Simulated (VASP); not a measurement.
# AlP (v.bA) (F-43m) in VASP: a series of runs

The runs below take AlP (v.bA) through single point, with PBE.

All numbers are computed with VASP 6.6.1; they aren't measurements. Logs are shortened: lines on timing, memory, paths and dates and some standing lists are left out, and cuts for length are marked.

### Step 1. The cell of the first run

Symmetry: F-43m, No. 216, cubic system. Conventional cell: a = 5.508 Å, b = 5.508 Å, c = 5.508 Å, α = 90.00°, β = 90.00°, γ = 90.00°. Al (site symmetry -43m) has 4 P at 2.38 Å within 3.2 Å. Within 3.2 Å of P (site symmetry -43m) lie 4 Al at 2.38 Å.

### Step 2. Single point, PBE

The input, INCAR:

```
PREC = Accurate
ENCUT = 500
EDIFF = 1E-6
ISMEAR = 0
SIGMA = 0.02
LREAL = False
LASPH = True
NELM = 120
ALGO = Normal
ISIF = 2
LWAVE = False
LCHARG = False
GGA = PE
NBANDS = 11
GGA_COMPAT = False
```

The input, KPOINTS:

```
Automatic mesh
0
Gamma
  8 8 8
```

The input, POSCAR:

```
AlP
1.0
    0.0000000000      2.7538835158      2.7538835158
    2.7538835158      0.0000000000      2.7538835158
    2.7538835158      2.7538835158      0.0000000000
Al P
1 1
Direct
    0.0000000000      0.0000000000      0.0000000000
    0.2500000000      0.2500000000      0.2500000000
```

Potentials or basis: VASP PAW PBE potentials, release 64 (Al, P).

On the command line:

```
$ cat potpaw_PBE.64/Al/POTCAR potpaw_PBE.64/P/POTCAR > POTCAR
$ mpirun -np 1 vasp_std > vasp.out
```

OUTCAR:

```text
PREC = Accurate
   ENCUT = 500
   EDIFF = 1E-6
   ISMEAR = 0
   LREAL = False
   LASPH = True
   NELM = 120
   ISIF = 2
   GGA = PE

 ion  position               nearest neighbor table
   1  0.000  0.000  0.000-   2 2.38   2 2.38   2 2.38   2 2.38
   2  0.250  0.250  0.250-   1 2.38   1 2.38   1 2.38   1 2.38

  LATTYP: Found a face centered cubic cell.
 ALAT       =     5.5077670316

  Lattice vectors:

 A1 = (   0.0000000000,   2.7538835158,   2.7538835158)
 A2 = (   2.7538835158,   0.0000000000,   2.7538835158)
 A3 = (   2.7538835158,   2.7538835158,   0.0000000000)

Analysis of symmetry for initial positions (statically):
=====================================================================
 Subroutine PRICEL returns:
 Original cell was already a primitive cell.

 Routine SETGRP: Setting up the symmetry group for a
 face centered cubic supercell.

 Subroutine GETGRP returns: Found 24 space group operations
 (whereof 24 operations were pure point group operations)
 out of a pool of 48 trial point group operations.

The static configuration has the point symmetry T_d .

Analysis of symmetry for dynamics (positions and initial velocities):
=====================================================================
 Subroutine PRICEL returns:
 Original cell was already a primitive cell.

 Routine SETGRP: Setting up the symmetry group for a
 face centered cubic supercell.

 Subroutine GETGRP returns: Found 24 space group operations
 (whereof 24 operations were pure point group operations)
 out of a pool of 48 trial point group operations.

The dynamic configuration has the point symmetry T_d .

 Subroutine INISYM returns: Found 24 space group operations
 (whereof 24 operations are pure point group operations),
 and found     1 'primitive' translations

----------------------------------------------------------------------------------------

                                     Primitive cell

  volume of cell :      41.7702

  direct lattice vectors                    reciprocal lattice vectors
     0.000000000  2.753883516  2.753883516    -0.181561783  0.181561783  0.181561783
     2.753883516  0.000000000  2.753883516     0.181561783 -0.181561783  0.181561783
     2.753883516  2.753883516  0.000000000     0.181561783  0.181561783 -0.181561783

  length of vectors
     3.894579417  3.894579417  3.894579417     0.314474232  0.314474232  0.314474232

  position of ions in fractional coordinates (direct lattice)
     0.000000000  0.000000000  0.000000000
     0.250000000  0.250000000  0.250000000

  ion indices of the primitive-cell ions
   primitive index   ion index
                 1           1
                 2           2

----------------------------------------------------------------------------------------

 KPOINTS: Automatic mesh

Automatic generation of k-mesh.
 Grid dimensions read from file:
 generate k-points for:    8    8    8

 Generating k-lattice:

  Cartesian coordinates                     Fractional coordinates (reciprocal lattice)
    -0.022695223  0.022695223  0.022695223     0.125000000  0.000000000  0.000000000
     0.022695223 -0.022695223  0.022695223     0.000000000  0.125000000  0.000000000
     0.022695223  0.022695223 -0.022695223     0.000000000  0.000000000  0.125000000

  Length of vectors
     0.039309279  0.039309279  0.039309279

  Shift w.r.t. Gamma in fractional coordinates (k-lattice)
     0.000000000  0.000000000  0.000000000

 Subroutine IBZKPT returns following result:
 ===========================================

 Found     29 irreducible k-points:

 Following reciprocal coordinates:
            Coordinates               Weight
  0.000000  0.000000  0.000000      1.000000
  0.125000  0.000000  0.000000      8.000000
  0.250000  0.000000  0.000000      8.000000
  0.375000  0.000000  0.000000      8.000000
  0.500000  0.000000  0.000000      4.000000
  0.125000  0.125000  0.000000      6.000000
[... 16 lines left out ...]
  0.500000  0.250000  0.125000     48.000000
 -0.375000  0.250000  0.125000     24.000000
 [... further k-points ...]
   k-points           NKPTS =     29   k-points in BZ     NKDIM =     29   number of bands    NBANDS=     11
   number of dos      NEDOS =    301   number of ions     NIONS =      2
   total plane-waves  NPLWV =  21952
   dimension x,y,z NGX =    28 NGY =   28 NGZ =   28
   dimension x,y,z NGXF=    56 NGYF=   56 NGZF=   56
   ions per type =               1   1
   NGX,Y,Z   is equivalent  to a cutoff of  11.95, 11.95, 11.95 a.u.
   NGXF,Y,Z  is equivalent  to a cutoff of  23.90, 23.90, 23.90 a.u.
 SYSTEM =  unknown system
   PREC   = accura    normal or accurate (medium, high low for compatibility)
   ISTART =      0    job   : 0-new  1-cont  2-samecut
   ICHARG =      2    charge: 1-file 2-atom 10-const
   ISPIN  =      1    spin polarized calculation?
   LNONCOLLINEAR =      F non collinear calculations
   LSORBIT =      F    spin-orbit coupling
   LASPH  =      T    aspherical Exc in radial PAW
   ENCUT  =  500.0 eV  36.75 Ry    6.06 a.u.   7.10  7.10  7.10*2*pi/ulx,y,z
   NELM   =    120;   NELMIN=  2; NELMDL= -5     # of ELM steps
   EDIFF  = 0.1E-05   stopping-criterion for ELM
   LREAL  =      F    real-space projection
   EDIFFG = 0.1E-04   stopping-criterion for IOM
   NSW    =      0    number of steps for IOM
   IBRION =     -1    ionic relax: 0-MD 1-quasi-New 2-CG
   NFREE  =      0    steps in history (QN), initial steepest desc. (CG)
   ISIF   =      2    stress and relaxation
   ISYM   =      2    0-nonsym 1-usesym 2-fastsym
   POTIM  = 0.5000    time-step for ionic-motion
   TEBEG  =    0.0;   TEEND  =   0.0 temperature during run
   PSTRESS=    0.0 pullay stress
   NELECT =       8.0000    total number of electrons
   NUPDOWN=      -1.0000    fix difference up-down
   EMIN   =  10.00;   EMAX   =-10.00  energy-range for DOS
   EFERMI =   0.00;   METHOD = LEGACY
   ISMEAR =     0;   SIGMA  =   0.02  broadening in eV -4-tet -1-fermi 0-gaus
   EFERMI_NEDOS =   21; number of points for ismear=-14 and -15
   IALGO  =     38    algorithm
   IMIX   =      4    mixing-type and parameters
     AMIX     =   0.40;   BMIX     =  1.00
     AMIX_MAG =   1.60;   BMIX_MAG =  1.00
  volume/ion in A,a.u.               =      20.89       140.94
  Fermi-wavevector in a.u.,A,eV,Ry     =   0.943661  1.783260 12.115930  0.890496
  Thomas-Fermi vector in A             =   2.071390
   LORBIT       =      0    0 simple, 1 ext, 2 COOP (PROOUT), +10 PAW based schemes
   GGA     = PE    functional components
   LHFCALC =     F    Hartree Fock is set to
   AEXX    =    0.0000 exact exchange contribution
   IVDW    =     0    specifies the selected vdW correction
   LEPSILON=     F    determine dielectric tensor
   LRPA    =     F    only Hartree local field effects (RPA)
 non-spin polarized calculation
 Gauss-broadening in eV      SIGMA  =   0.02
  energy-cutoff  :      500.00
  volume of cell :       41.77
 maximum number of plane-waves:      1069
   NGX = 15   NGY = 15   NGZ = 15

 number of electron       8.0000001 magnetization

 Free energy of the ion-electron system (eV)
  ---------------------------------------------------
  ext. energy  EPLUGINS =         0.00000000
  ---------------------------------------------------
  free energy    TOTEN  =       -10.37676901 eV

  energy without entropy =      -10.37676901  energy(sigma->0) =      -10.37676901

 E-fermi :   4.4595     XC(G=0):  -9.1076

 val. band max:        4.3439368484   @ k =   0.0000   0.0000   0.0000
 cond. band min:       5.9739720596   @ k =   0.5000   0.5000   0.0000
 fundamental gap:      1.6300352111
 Fermi energy:         4.4595349954

 k-point     1 :       0.0000    0.0000    0.0000
  band No.  band energies     occupation
      1      -7.0135      2.00000
      2       4.3439      2.00000
      3       4.3439      2.00000
      4       4.3439      2.00000
      5       7.4271      0.00000
      6       8.8687      0.00000
      7       8.8687      0.00000
      8       8.8687      0.00000
      9      13.1487      0.00000
     10      13.1487      0.00000
     11      14.4540      0.00000

 k-point     2 :       0.1250    0.0000    0.0000
  band No.  band energies     occupation
      1      -6.8462      2.00000
      2       3.1289      2.00000
      3       4.1994      2.00000
      4       4.1994      2.00000
      5       7.9008      0.00000
      6       9.1453      0.00000
      7       9.1453      0.00000
      8       9.3325      0.00000
      9      12.6702      0.00000
     10      12.6702      0.00000
     11      15.1052      0.00000

 k-point     3 :       0.2500    0.0000    0.0000
  band No.  band energies     occupation
      1      -6.3767      2.00000
      2       1.2170      2.00000
      3       3.9113      2.00000
      4       3.9113      2.00000
      5       7.5656      0.00000
      6       9.4555      0.00000
      7       9.4555      0.00000
      8      11.1131      0.00000
      9      12.6402      0.00000
     10      12.6402      0.00000
     11      14.6171      0.00000

 k-point     4 :       0.3750    0.0000    0.0000
  band No.  band energies     occupation
      1      -5.7498      2.00000
      2      -0.3814      2.00000
      3       3.6800      2.00000
      4       3.6800      2.00000
      5       7.1959      0.00000
      6       9.2897      0.00000
      7       9.2897      0.00000
      8      12.4034      0.00000
      9      13.9918      0.00000
     10      13.9918      0.00000
     11      14.8122      0.00000

 k-point     5 :       0.5000    0.0000    0.0000
  band No.  band energies     occupation
      1      -5.3982      2.00000
      2      -1.0687      2.00000
      3       3.5959      2.00000
      4       3.5959      2.00000
      5       7.0613      0.00000
      6       9.1557      0.00000
      7       9.1557      0.00000
      8      12.5454      0.00000
      9      15.7919      0.00000
     10      15.7919      0.00000
     11      15.9661      0.00000
[... 211 lines left out ...]
 k-point    21 :       0.5000    0.5000    0.0000
  band No.  band energies     occupation
      1      -4.7615      2.00000
      2      -0.8763      2.00000
      3       2.2948      2.00000
      4       2.2948      2.00000
      5       5.9740      0.00000
      6       6.8188      0.00000
      7      15.1915      0.00000
      8      15.1915      0.00000
      9      16.1196      0.00000
     10      16.3307      0.00000
     11      16.3307      0.00000

 k-point    22 :       0.3750    0.2500    0.1250
  band No.  band energies     occupation
      1      -5.9799      2.00000
      2       0.8841      2.00000
      3       2.5013      2.00000
      4       3.4522      2.00000
      5       8.1744      0.00000
      6       9.0769      0.00000
      7       9.7627      0.00000
      8      11.0698      0.00000
      9      12.5988      0.00000
     10      15.0127      0.00000
     11      17.0728      0.00000

 k-point    23 :       0.5000    0.2500    0.1250
  band No.  band energies     occupation
      1      -5.4073      2.00000
      2      -0.1922      2.00000
      3       1.9449      2.00000
      4       3.0819      2.00000
      5       8.2688      0.00000
      6       9.0915      0.00000
      7      10.3132      0.00000
      8      11.3755      0.00000
      9      13.7101      0.00000
     10      15.5390      0.00000
     11      17.0351      0.00000

 k-point    24 :      -0.3750    0.2500    0.1250
  band No.  band energies     occupation
      1      -5.0970      2.00000
      2      -0.7287      2.00000
      3       1.8097      2.00000
      4       2.9012      2.00000
      5       8.2627      0.00000
      6       8.8403      0.00000
      7      11.1484      0.00000
      8      11.9634      0.00000
      9      13.2266      0.00000
     10      15.6976      0.00000
     11      16.9026      0.00000

 [... further k-points ...]
[... 5 lines left out ...]
  --------------------------------------------------------------------------------------
  -------------------------------------------------------------------------------------
  Total       -0.0239152     -0.0239152     -0.0239152      0.0000000      0.0000000     -0.0000000
  in kB       -0.9173155     -0.9173155     -0.9173155      0.0000000      0.0000000     -0.0000000
  external PRESSURE =      -0.9173155 kB  Pullay stress =       0.0000000 kB

 VOLUME and BASIS-vectors are now :
 -----------------------------------------------------------------------------
  energy-cutoff  :      500.00
  volume of cell :       41.77
      direct lattice vectors                 reciprocal lattice vectors
     0.000000000  2.753883516  2.753883516    -0.181561783  0.181561783  0.181561783
     2.753883516  0.000000000  2.753883516     0.181561783 -0.181561783  0.181561783
     2.753883516  2.753883516  0.000000000     0.181561783  0.181561783 -0.181561783

 POSITION                                       TOTAL-FORCE (eV/Angst)
 -----------------------------------------------------------------------------------
      0.00000      0.00000      0.00000         0.000000      0.000000     -0.000000
      1.37694      1.37694      1.37694        -0.000000     -0.000000      0.000000
 -----------------------------------------------------------------------------------
    total drift:                               -0.000000     -0.000000     -0.000000

  FREE ENERGIE OF THE ION-ELECTRON SYSTEM (eV)
  ---------------------------------------------------
  free  energy   TOTEN  =       -10.3767690138 eV

  energy  without entropy=      -10.3767690138  energy(sigma->0) =      -10.37676901
```

Run time: 9.8 s. Hardware: 1 thread of Intel Xeon Platinum 8375C at 2.90GHz (Ice Lake), shared host; peak memory 0.15 GiB.

What came out:

```
Free energy            : -10.3768 eV
Pressure               : -0.1 GPa
Band gap on the k mesh : 1.63 eV, indirect (least direct gap 3.08 eV)
```

Levels at points of the mesh, in eV from the valence-band top:
```tsv
k point	band 1	band 2	band 3	band 4	band 5	band 6	band 7	band 8
(0.00, 0.00, 0.00)	-11.36	0.00	0.00	0.00	3.08	4.52	4.52	4.52
(0.50, 0.00, 0.00)	-9.74	-5.41	-0.75	-0.75	2.72	4.81	4.81	8.20
(0.50, 0.50, 0.00)	-9.11	-5.22	-2.05	-2.05	1.63	2.47	10.85	10.85
```

A k mesh can miss the band edges. Expect the measured gap to be larger: semilocal functionals such as PBE lack the derivative discontinuity.

(Continued in part 2 of 2.)
